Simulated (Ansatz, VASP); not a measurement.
## Te in VASP and in Ansatz

```
CELL_PARAMETERS angstrom
4.22224 -2.35003 0.00931
4.24596 2.39237 0.03303
-0.11066 0.01913 3.95670
ATOMIC_POSITIONS crystal
Te 0.67600 0.67600 0.67500
Te 0.32400 0.32400 0.32500
Te 0.00000 0.00000 0.00000
```

Change from the starting cell: equal xy, yz and zx shear strains of +1 %, PAW files.

Alike in both runs: task electric field gradients; functional LDA; k mesh 8 × 8 × 8; occupations fermi-dirac, width 0.05 eV; no spin polarisation.

|  | VASP | Ansatz |
| --- | --- | --- |
| version | VASP 6.6.1 | Ansatz 0.2.0 |
| potentials or method | VASP PAW LDA potentials, release 64 (Te) | PAW with Ansatz's default frozen-core files, scalar-relativistic |
| plane-wave cutoff (eV) | 520 | 420 |
| valence electrons in the cell | 18 | 48 |

```tsv
	VASP	Ansatz	Ansatz less VASP
pressure (GPa)	4.9	4.7	-0.13
traceless stress, the component that is largest in VASP (GPa)	0.98	1.09	+0.109
rms of the force components (eV/Å)	0.209	0.204	-0.0051
size of Vzz on the site where it differs most (V/Å²)	310.8	322.4	+11.60
```

LDA's correlation is that of Perdew and Zunger in VASP and of Perdew and Wang (1992) in Ansatz. Atom by atom the forces differ by 0.006 eV/Å (rms over components). VASP's potentials hold 18 valence electrons a cell and Ansatz's 48, so a difference there can come from the potentials and not from the codes.

Neither program's run includes spin-orbit coupling.
